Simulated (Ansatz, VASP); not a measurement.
Two plane-wave programs on CdSe

```
CELL_PARAMETERS angstrom
0.00000 2.78491 2.78491
2.78491 0.00000 2.78491
2.78491 2.78491 0.00000
ATOMIC_POSITIONS crystal
Cd 0.00000 0.00000 0.00000
Se 0.50000 0.50000 0.50000
```

Alike in both runs: task single point; functional r2SCAN; k mesh 6 × 6 × 6; occupations fermi-dirac, width 0.02 eV; no spin polarisation.

```csv
,VASP,Ansatz
version,VASP 6.6.1,Ansatz 0.2.0
potentials or method,"VASP PAW PBE potentials, release 64 (Cd, Se)","plane waves, PAW"
plane-wave cutoff (eV),520,500
valence electrons in the cell,18,36
```

```csv
,VASP,Ansatz,Ansatz less VASP
pressure (GPa),5.5,5.0,-0.51
```

VASP's potentials were made for PBE, not for r2SCAN. The functional is the same, so the differences come from potentials, cutoffs and numerics. VASP's potentials hold 18 valence electrons a cell and Ansatz's 36, so a difference there can come from the potentials and not from the codes.
